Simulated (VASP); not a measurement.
# SiC (F-43m) in VASP: a series of runs

Runs on SiC. Level: r2SCAN. Tasks: single point, relaxation of cell and atoms.

All numbers are computed with VASP 6.6.1; they aren't measurements. Logs are shortened: lines on timing, memory, paths and dates and some standing lists are left out, and cuts for length are marked.

## Step 1: The cell of the first run

It takes space group F-43m (No. 216, cubic). The conventional cell has a = 4.369 Å, b = 4.369 Å, c = 4.369 Å, α = 90.00°, β = 90.00°, γ = 90.00°. Si (site symmetry -43m) has 4 C at 1.89 Å within 2.5 Å. C (site symmetry -43m) has 4 Si at 1.89 Å within 2.5 Å.

## Step 2: Single point, r2SCAN

Input file POSCAR:

```
SiC
1.0
    2.1846316754      2.1846316754      0.0000000000
   -2.1846316754      2.1846316754      0.0000000000
    0.0000000000      2.1846316754      2.1846316754
Si C
1 1
Direct
    0.0000000000      0.0000000000      0.0000000000
    0.7500000000      0.2500000000      0.5000000000
```

Input file INCAR.step1:

```
SYSTEM = SiC
PREC = Accurate
ENCUT = 520
ISMEAR = 0
SIGMA = 0.01
LREAL = .False.
LASPH = .True.
NELM = 100
NBANDS = 11
GGA = PE
ALGO = Normal
EDIFF = 1E-4
LWAVE = .True.
LCHARG = .False.
```

Input file INCAR.step2:

```
SYSTEM = SiC
PREC = Accurate
ENCUT = 520
EDIFF = 1E-6
ISMEAR = 0
SIGMA = 0.01
LREAL = .False.
LASPH = .True.
NELM = 100
ALGO = Normal
ISIF = 2
LWAVE = .False.
LCHARG = .True.
METAGGA = R2SCAN
LMIXTAU = .True.
LELF = .True.
LVHAR = .True.
NBANDS = 11
ISTART = 1
```

Input file KPOINTS:

```
regular mesh
0
Gamma
  10 10 10
  0 0 0
```

Potentials or basis: VASP PAW PBE potentials, release 64 (Si, C).

Run with:

```console
cat potpaw_PBE.64/Si/POTCAR potpaw_PBE.64/C/POTCAR > POTCAR
cp INCAR.step1 INCAR
mpirun -np 1 vasp_std > vasp.out
cp INCAR.step2 INCAR
mpirun -np 1 vasp_std > vasp.out
```

OUTCAR:

```text
SYSTEM = SiC
   PREC = Accurate
   ENCUT = 520
   EDIFF = 1E-6
   ISMEAR = 0
   LREAL = .False.
   LASPH = .True.
   NELM = 100
   ISIF = 2
   METAGGA = R2SCAN
   ISTART = 1

 ion  position               nearest neighbor table
   1  0.000  0.000  0.000-   2 1.89   2 1.89   2 1.89   2 1.89
   2  0.750  0.250  0.500-   1 1.89   1 1.89   1 1.89   1 1.89

  LATTYP: Found a face centered cubic cell.
 ALAT       =     4.3692633508

  Lattice vectors:

 A1 = (   0.0000000000,   2.1846316754,   2.1846316754)
 A2 = (   2.1846316754,   0.0000000000,   2.1846316754)
 A3 = (   2.1846316754,   2.1846316754,   0.0000000000)

Analysis of symmetry for initial positions (statically):
=====================================================================
 Subroutine PRICEL returns:
 Original cell was already a primitive cell.

 Routine SETGRP: Setting up the symmetry group for a
 face centered cubic supercell.

 Subroutine GETGRP returns: Found 24 space group operations
 (whereof 24 operations were pure point group operations)
 out of a pool of 48 trial point group operations.

The static configuration has the point symmetry T_d .

Analysis of symmetry for dynamics (positions and initial velocities):
=====================================================================
 Subroutine PRICEL returns:
 Original cell was already a primitive cell.

 Routine SETGRP: Setting up the symmetry group for a
 face centered cubic supercell.

 Subroutine GETGRP returns: Found 24 space group operations
 (whereof 24 operations were pure point group operations)
 out of a pool of 48 trial point group operations.

The dynamic configuration has the point symmetry T_d .

 Subroutine INISYM returns: Found 24 space group operations
 (whereof 24 operations are pure point group operations),
 and found     1 'primitive' translations

----------------------------------------------------------------------------------------

                                     Primitive cell

  volume of cell :      20.8528

  direct lattice vectors                    reciprocal lattice vectors
     2.184631675  2.184631675  0.000000000     0.228871533  0.228871533 -0.228871533
    -2.184631675  2.184631675  0.000000000    -0.228871533  0.228871533 -0.228871533
     0.000000000  2.184631675  2.184631675     0.000000000  0.000000000  0.457743065

  length of vectors
     3.089535744  3.089535744  3.089535744     0.396417123  0.396417123  0.457743065

  position of ions in fractional coordinates (direct lattice)
     0.000000000  0.000000000  0.000000000
     0.750000000  0.250000000  0.500000000

  ion indices of the primitive-cell ions
   primitive index   ion index
                 1           1
                 2           2

----------------------------------------------------------------------------------------

 KPOINTS: regular mesh

Automatic generation of k-mesh.
 Grid dimensions read from file:
 generate k-points for:   10   10   10

 Generating k-lattice:

  Cartesian coordinates                     Fractional coordinates (reciprocal lattice)
     0.022887153  0.022887153 -0.022887153     0.100000000  0.000000000  0.000000000
    -0.022887153  0.022887153 -0.022887153     0.000000000  0.100000000  0.000000000
     0.000000000  0.000000000  0.045774307     0.000000000  0.000000000  0.100000000

  Length of vectors
     0.039641712  0.039641712  0.045774307

  Shift w.r.t. Gamma in fractional coordinates (k-lattice)
     0.000000000  0.000000000  0.000000000

 Subroutine IBZKPT returns following result:
 ===========================================

 Found     47 irreducible k-points:

 Following reciprocal coordinates:
            Coordinates               Weight
  0.000000  0.000000  0.000000      1.000000
  0.100000  0.000000  0.000000      8.000000
  0.200000  0.000000  0.000000      8.000000
  0.300000  0.000000  0.000000      8.000000
  0.400000  0.000000  0.000000      8.000000
  0.500000  0.000000  0.000000      4.000000
[... 16 lines left out ...]
  0.300000  0.300000  0.000000     12.000000
  0.400000  0.300000  0.000000     24.000000
 [... further k-points ...]
   k-points           NKPTS =     47   k-points in BZ     NKDIM =     47   number of bands    NBANDS=     11
   number of dos      NEDOS =    301   number of ions     NIONS =      2
   total plane-waves  NPLWV =  13824
   dimension x,y,z NGX =    24 NGY =   24 NGZ =   24
   dimension x,y,z NGXF=    48 NGYF=   48 NGZF=   48
   ions per type =               1   1
   NGX,Y,Z   is equivalent  to a cutoff of  12.91, 12.91, 12.91 a.u.
   NGXF,Y,Z  is equivalent  to a cutoff of  25.83, 25.83, 25.83 a.u.
 SYSTEM =  SiC
   PREC   = accura    normal or accurate (medium, high low for compatibility)
   ISTART =      1    job   : 0-new  1-cont  2-samecut
   ICHARG =      0    charge: 1-file 2-atom 10-const
   ISPIN  =      1    spin polarized calculation?
   LNONCOLLINEAR =      F non collinear calculations
   LSORBIT =      F    spin-orbit coupling
[... 55 lines left out ...]
 fundamental gap:      1.7300252173
 Fermi energy:         7.9857209278

 k-point     1 :       0.0000    0.0000    0.0000
  band No.  band energies     occupation
      1      -8.2219      2.00000
      2       7.8961      2.00000
      3       7.8961      2.00000
      4       7.8961      2.00000
      5      14.6327      0.00000
      6      15.6873      0.00000
      7      15.6873      0.00000
      8      15.6873      0.00000
      9      23.0570      0.00000
     10      23.0570      0.00000
     11      25.5326      0.00000

 k-point     2 :       0.1000    0.0000    0.0000
  band No.  band energies     occupation
      1      -8.0208      2.00000
      2       6.8482      2.00000
      3       7.7564      2.00000
      4       7.7564      2.00000
      5      14.8989      0.00000
      6      15.9449      0.00000
      7      15.9449      0.00000
      8      16.0195      0.00000
      9      22.1276      0.00000
     10      22.1276      0.00000
     11      25.2154      0.00000

 k-point     3 :       0.2000    0.0000    0.0000
  band No.  band energies     occupation
      1      -7.4274      2.00000
      2       4.6463      2.00000
      3       7.4350      2.00000
      4       7.4350      2.00000
      5      14.5991      0.00000
      6      16.3272      0.00000
      7      16.3272      0.00000
      8      17.3577      0.00000
      9      21.4658      0.00000
     10      21.4658      0.00000
     11      24.2696      0.00000

 k-point     4 :       0.3000    0.0000    0.0000
  band No.  band energies     occupation
      1      -6.4829      2.00000
      2       2.2537      2.00000
      3       7.1027      2.00000
      4       7.1027      2.00000
      5      14.1840      0.00000
      6      16.1836      0.00000
      7      16.1836      0.00000
      8      18.4454      0.00000
      9      22.3547      0.00000
     10      22.3547      0.00000
     11      24.0026      0.00000

 k-point     5 :       0.4000    0.0000    0.0000
  band No.  band energies     occupation
      1      -5.3322      2.00000
      2       0.1535      2.00000
      3       6.8720      2.00000
      4       6.8720      2.00000
      5      13.9068      0.00000
      6      15.7882      0.00000
      7      15.7883      0.00000
      8      18.7861      0.00000
      9      24.4179      0.00000
     10      24.4179      0.00000
     11      24.6711      0.00000
[... 211 lines left out ...]
 k-point    21 :      -0.3000    0.2000    0.0000
  band No.  band energies     occupation
      1      -6.4583      2.00000
      2       3.7944      2.00000
      3       5.9252      2.00000
      4       5.9593      2.00000
      5      12.8304      0.00000
      6      15.2510      0.00000
      7      18.2384      0.00000
      8      18.7849      0.00000
      9      20.8965      0.00000
     10      24.8697      0.00000
     11      27.8508      0.00000

 k-point    22 :      -0.2000    0.2000    0.0000
  band No.  band energies     occupation
      1      -7.1611      2.00000
      2       5.3882      2.00000
      3       6.3931      2.00000
      4       6.3931      2.00000
      5      13.3398      0.00000
      6      15.5223      0.00000
      7      18.1673      0.00000
      8      18.1673      0.00000
      9      19.4430      0.00000
     10      24.2912      0.00000
     11      28.3392      0.00000

 k-point    23 :       0.3000    0.3000    0.0000
  band No.  band energies     occupation
      1      -4.0995      2.00000
      2       0.9216      2.00000
      3       2.4954      2.00000
      4       6.0335      2.00000
      5      12.8400      0.00000
      6      17.9714      0.00000
      7      18.5487      0.00000
      8      19.4994      0.00000
      9      22.1241      0.00000
     10      22.5284      0.00000
     11      30.0314      0.00000

 k-point    24 :       0.4000    0.3000    0.0000
  band No.  band energies     occupation
      1      -3.4854      2.00000
      2       0.3383      2.00000
      3       2.5191      2.00000
      4       5.4907      2.00000
      5      11.9667      0.00000
      6      17.2517      0.00000
      7      19.4944      0.00000
      8      20.1091      0.00000
      9      22.0385      0.00000
     10      24.2081      0.00000
     11      30.5112      0.00000

 [... further k-points ...]
[... 5 lines left out ...]
  --------------------------------------------------------------------------------------
  -------------------------------------------------------------------------------------
  Total       -0.2798581     -0.2798581     -0.2798581      0.0000000     -0.0000000      0.0000000
  in kB      -21.5022479    -21.5022479    -21.5022479      0.0000000     -0.0000000      0.0000000
  external PRESSURE =     -21.5022479 kB  Pullay stress =       0.0000000 kB

 VOLUME and BASIS-vectors are now :
 -----------------------------------------------------------------------------
  energy-cutoff  :      520.00
  volume of cell :       20.85
      direct lattice vectors                 reciprocal lattice vectors
     2.184631675  2.184631675  0.000000000     0.228871533  0.228871533 -0.228871533
    -2.184631675  2.184631675  0.000000000    -0.228871533  0.228871533 -0.228871533
     0.000000000  2.184631675  2.184631675     0.000000000  0.000000000  0.457743065

 POSITION                                       TOTAL-FORCE (eV/Angst)
 -----------------------------------------------------------------------------------
      0.00000      0.00000      0.00000        -0.000000     -0.000000      0.000000
      1.09232      3.27695      1.09232         0.000000      0.000000     -0.000000
 -----------------------------------------------------------------------------------
    total drift:                                0.000001      0.000000     -0.000000

  FREE ENERGIE OF THE ION-ELECTRON SYSTEM (eV)
  ---------------------------------------------------
  free  energy   TOTEN  =       -19.3256693970 eV

  energy  without entropy=      -19.3256693970  energy(sigma->0) =      -19.32566940
```

Wall time 48 s (1 thread of Intel Xeon 8259CL, shared host); peak memory 0.14 GiB.

What came out:

| Property | Result |
| --- | --- |
| Free energy | -19.3257 eV |
| Pressure | -2.2 GPa |
| Band gap on the k mesh | 1.73 eV (least direct gap 5.05 eV) |

Caveat: the PAW data sets were made with another functional, which shifts forces and pressure a little.

## Step 3: Relaxation of cell and atoms, r2SCAN, target pressure -2 GPa, at which the enthalpy is minimised

This run uses another cell than the first one, of 10.33 Å³/atom.

Input file POSCAR:

```
SiC
1.0
    2.1781700297      2.1781700297      0.0000000000
   -2.1781700297      2.1781700297      0.0000000000
    0.0000000000      2.1781700297      2.1781700297
Si C
1 1
Direct
    0.0000000000      0.0000000000      0.0000000000
    0.7500000000      0.2500000000      0.5000000000
```

Input file INCAR.step1:

```
ALGO = Normal ; EDIFF = 1E-4
ENCUT = 600 ; GGA = PE
ISMEAR = 0 ; LASPH = T
LCHARG = F ; LREAL = F
LWAVE = T ; NELM = 80
PREC = Accurate ; SIGMA = 0.01
```

Input file INCAR.step2:

```
ALGO = Normal ; EDIFF = 1E-7
EDIFFG = -0.002 ; ENCUT = 600
IBRION = 2 ; ISIF = 3
ISMEAR = 0 ; ISTART = 1
LASPH = T ; LCHARG = F
LMIXTAU = T ; LREAL = F
LWAVE = F ; METAGGA = R2SCAN
NELM = 80 ; NSW = 100
PREC = Accurate ; PSTRESS = -20.0
SIGMA = 0.01
```

Input file KPOINTS:

```
k-points
0
Gamma
  10 10 10
```

Potentials or basis: VASP PAW PBE potentials, release 64 (Si, C).

Run with:

```console
cat potpaw_PBE.64/Si/POTCAR potpaw_PBE.64/C/POTCAR > POTCAR
cp INCAR.step1 INCAR
mpirun -np 1 vasp_std > vasp.out
cp INCAR.step2 INCAR
mpirun -np 1 vasp_std > vasp.out
```

It took 3.4 min on 1 thread of Intel Xeon 8259CL, shared host; peak memory 0.16 GiB.

The run converged. Its results:

| Item | Value |
| --- | --- |
| Free energy | -19.3278 eV |
| Relaxed volume | 10.41 Å³/atom |
| Relaxed cell | a = 3.088 Å, b = 3.088 Å, c = 3.088 Å, α = 60.00°, β = 60.00°, γ = 90.00° |
| Space group after relaxing (to 0.1 Å) | F-43m (No. 216) |
| Energy change on relaxing (the run minimises the enthalpy) | +0.6 meV/atom |
| Ionic steps | 3 |
| Pressure after relaxing | -2.0 GPa |
| Band gap on the k mesh | 1.73 eV (least direct gap 5.05 eV) |

Step by step:
```tsv
step	energy change (eV)	largest force (eV/Å)	pressure (GPa)	volume (Å³)
1	0.0000	0.0000	-0.34	20.67
2	0.0041	0.0000	-3.73	20.99
3	0.0011	0.0000	-2.00	20.82
```

Final structure:
```cif
data_structure
_symmetry_space_group_name_H-M 'P 1'
_symmetry_Int_Tables_number 1
_cell_length_a 3.0880
_cell_length_b 3.0880
_cell_length_c 3.0880
_cell_angle_alpha 60.000
_cell_angle_beta 60.000
_cell_angle_gamma 90.000
_cell_volume 20.82
loop_
_atom_site_label
_atom_site_type_symbol
_atom_site_fract_x
_atom_site_fract_y
_atom_site_fract_z
_atom_site_occupancy
Si1 Si 0.00000 0.00000 0.00000 1
C1 C 0.75000 0.25000 0.50000 1
```

Levels at points of the mesh, in eV from the valence-band top:
| k point | band 1 | band 2 | band 3 | band 4 | band 5 | band 6 | band 7 | band 8 |
| --- | --- | --- | --- | --- | --- | --- | --- | --- |
| (0.00, 0.00, 0.00) | -16.13 | 0.00 | 0.00 | 0.00 | 6.76 | 7.80 | 7.80 | 7.80 |
| (0.50, 0.00, 0.00) | -12.53 | -8.78 | -1.11 | -1.11 | 5.93 | 7.72 | 7.72 | 10.91 |
| (0.50, 0.50, 0.00) | -11.07 | -8.03 | -3.32 | -3.32 | 1.73 | 4.80 | 15.05 | 15.05 |

Caveat: the cell is relaxed towards a set pressure, so the run minimises the enthalpy, not the energy; the PAW data sets were made with another functional, which shifts forces and pressure a little.

## Step 4: Relaxation of cell and atoms, r2SCAN, target pressure 2 GPa, at which the enthalpy is minimised

This run uses another cell than the first one, of 10.33 Å³/atom.

POSCAR is that of step 3.

Input file INCAR.step1:

```
  PREC = Accurate
  ENCUT = 600
  ISMEAR = 0
  SIGMA = 0.01
  LREAL = False
  LASPH = True
  NELM = 100
  GGA = PE
  ALGO = Normal
  EDIFF = 1E-4
  LWAVE = True
  LCHARG = False
```

Input file INCAR.step2:

```
  PREC = Accurate
  ENCUT = 600
  EDIFF = 1E-6
  ISMEAR = 0
  SIGMA = 0.01
  LREAL = False
  LASPH = True
  NELM = 100
  ALGO = Normal
  ISIF = 3
  LWAVE = False
  LCHARG = False
  METAGGA = R2SCAN
  LMIXTAU = True
  IBRION = 2
  NSW = 100
  EDIFFG = -0.002
  PSTRESS = 20.0
  ISTART = 1
```

Input file KPOINTS:

```
regular mesh
0
Gamma
  10 10 10
```

Run with:

```console
cat potpaw_PBE.64/Si/POTCAR potpaw_PBE.64/C/POTCAR > POTCAR
cp INCAR.step1 INCAR
mpirun -np 1 vasp_std > vasp.out
cp INCAR.step2 INCAR
mpirun -np 1 vasp_std > vasp.out
```

It took 3.2 min on 1 thread of Intel Xeon 8259CL, shared host; peak memory 0.16 GiB.

It converged, with:

```yaml
Free_energy: -19.3279 eV
Relaxed_volume: 10.23 Å³/atom
Relaxed_cell: a = 3.070 Å, b = 3.070 Å, c = 3.070 Å, α = 60.00°, β = 60.00°, γ = 90.00°
Space_group_after_relaxing_to_0.1_Å: F-43m (No. 216)
Energy_change_on_relaxing_the_run_minimises_the_enthalpy: +0.5 meV/atom
Ionic_steps: 3
Pressure_after_relaxing: 2.0 GPa
Band_gap_on_the_k_mesh: 1.72 eV (least direct gap 5.07 eV)
```

The path:
```
step  energy change (eV)  largest force (eV/Å)  pressure (GPa)  volume (Å³)
   1              0.0000                0.0000           -0.34        20.67
   2              0.0061                0.0000            4.82        20.22
   3              0.0011                0.0000            2.00        20.46
```

Final structure:
```cif
data_structure
_symmetry_space_group_name_H-M 'P 1'
_symmetry_Int_Tables_number 1
_cell_length_a 3.0699
_cell_length_b 3.0699
_cell_length_c 3.0699
_cell_angle_alpha 60.000
_cell_angle_beta 60.000
_cell_angle_gamma 90.000
_cell_volume 20.46
loop_
_atom_site_label
_atom_site_type_symbol
_atom_site_fract_x
_atom_site_fract_y
_atom_site_fract_z
_atom_site_occupancy
Si1 Si 0.00000 0.00000 0.00000 1
C1 C 0.75000 0.25000 0.50000 1
```

Levels at points of the mesh, in eV from the valence-band top:
```tsv
k point	band 1	band 2	band 3	band 4	band 5	band 6	band 7	band 8
(0.00, 0.00, 0.00)	-16.27	0.00	0.00	0.00	6.98	7.94	7.94	7.94
(0.50, 0.00, 0.00)	-12.60	-8.88	-1.11	-1.11	6.10	7.80	7.80	11.02
(0.50, 0.50, 0.00)	-11.13	-8.09	-3.36	-3.36	1.72	4.87	15.27	15.27
```

Caveat: the cell is relaxed towards a set pressure, so the run minimises the enthalpy, not the energy; the PAW data sets were made with another functional, which shifts forces and pressure a little. A k mesh can miss the band edges.

## Step 5: Summary

| task | cell | cutoff (eV) | gap on the mesh (eV) | pressure (GPa) |
| --- | --- | --- | --- | --- |
| single point | a = 3.090 Å, angles 60.0, 60.0, 90.0°, 2 atoms | 520 | 1.73 | -2.2 |
| relaxation of cell and atoms | relaxed to -2 GPa from a = 3.080 Å, angles 60.0, 60.0, 90.0°, 2 atoms | 600 | 1.73 | -2.0 |
| relaxation of cell and atoms | relaxed to 2 GPa from a = 3.080 Å, angles 60.0, 60.0, 90.0°, 2 atoms | 600 | 1.72 | 2.0 |

Alike in all rows: level r2SCAN; potentials or basis VASP PAW PBE potentials, release 64 (Si, C); no spin polarisation; k mesh 10 × 10 × 10; smearing gaussian 0.01 eV.

Caveats: the PAW data sets were made with another functional, which shifts forces and pressure a little; the cell is relaxed towards a set pressure, so the run minimises the enthalpy, not the energy (at least some runs).

Absolute energies hang on the potentials; compare differences alone.
